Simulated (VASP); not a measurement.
Set up this calculation in VASP 6.6.1, as the native input.

| Property | Result |
| --- | --- |
| Task | single point |
| Functional | PBE |
| Potentials or basis | VASP PAW PBE potentials, release 64 (N, P, Lu) |
| Cutoff | 520 eV |
| k mesh | 8 × 8 × 8 |
| Occupations | fermi-dirac, width 0.02 eV |
| Spin | no spin polarisation |
| Dipole correction | no |
| Further INCAR settings | ALGO = Normal; EDIFF = 1e-07; NBANDS = 38 |

The structure of Lu2PN lies in POSCAR:

```
Lu2PN
1.0
    1.7964323776      1.0371707168      6.0678161644
   -1.7964323776      1.0371707168      6.0678161644
    0.0000000000     -2.0743414336      6.0678161644
N P Lu
1 1 2
Direct
    1.0000000000      0.0000000000      0.0000000000
    0.5000000000      0.5000000000      0.5000000000
    0.2608426159      0.2608426159      0.2608426159
    0.7391573841      0.7391573841      0.7391573841
```

One way to write it, as run:

INCAR

```
PREC = Accurate
ENCUT = 520
EDIFF = 1E-7
ISMEAR = -1
SIGMA = 0.02
LREAL = F
LASPH = T
NELM = 100
ALGO = Normal
ISIF = 2
LWAVE = F
LCHARG = F
GGA = PE
NBANDS = 38
```

KPOINTS

```
Automatic mesh
0
Gamma
  8 8 8
```

Potentials or basis: VASP PAW PBE potentials, release 64 (N, P, Lu).

Run with:

```sh
$ cat potpaw_PBE.64/N/POTCAR potpaw_PBE.64/P/POTCAR potpaw_PBE.64/Lu/POTCAR > POTCAR
$ mpirun -np 1 vasp_std > vasp.out
```

It gave:

| Quantity | Value |
| --- | --- |
| Pressure | 0.6 GPa |
| Largest force | 0.009 eV/Å |
| Band gap on the k mesh | zero (bands 30 and 31 overlap by 1.21 eV) |

Caveat: spin-orbit coupling is left out, which moves the levels of the heavy elements.

It took 9.6 min on 1 thread of Intel(R) Xeon(R) Platinum 8488C (Sapphire Rapids), on a shared host, peak memory 0.44 GiB.
